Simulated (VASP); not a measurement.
Runs of VASP 6.6.1 on InSb (zincblende type). The structure is that of space group F-43m (No. 216), or close to it. The cells are those of the table. 

| task | cell | cutoff (eV) | gap on the mesh (eV) | pressure (GPa) |
| --- | --- | --- | --- | --- |
| single point | a = 4.303 Å, angles 60.0°, 2 atoms | 520 | (c) | 16.6 |
| single point | a = 4.635 Å, angles 60.0°, 2 atoms | 520 | 0.02 | 0.0 |
| single point | a = 3.994 Å, angles 60.0°, 2 atoms | 520 | 0.50 | 55.1 |
| single point | a = 4.541 Å, angles 60.0°, 2 atoms | 520 | 0.41 | 3.1 |
| single point | a = 4.442 Å, angles 60.0°, 2 atoms | 520 | (a) | 7.6 |
| single point | a = 4.154 Å, angles 60.0°, 2 atoms | 520 | 0.86 | (b) |
| relaxation of cell and atoms | relaxed from a = 4.394 Å, angles 60.0°, 2 atoms | 600 | 0.02 | 0.0 |

Alike in all rows: level r2SCAN; potentials or basis VASP PAW PBE potentials, release 64 (In_d, Sb); no spin polarisation; k mesh 11 × 11 × 11; smearing fermi-dirac 0.1 eV.

Problem. Estimate the missing entries.

Solution. (a) 0.83; (b) 31.1; (c) 1.13.

Caveats: the PAW data sets were made with another functional, which shifts forces and pressure a little; spin-orbit coupling is left out, which moves the levels of the heavy elements; the cell stands under pressure (at least some runs); an odd mesh through Γ misses points on the zone boundary, where band edges can lie (at least some runs); semilocal functionals underestimate gaps, and a narrow one can read as zero (at least some runs); the smearing spreads over this small gap (at least some runs).

A k mesh can miss the band edges, and the runs leave out spin-orbit coupling on In, Sb.
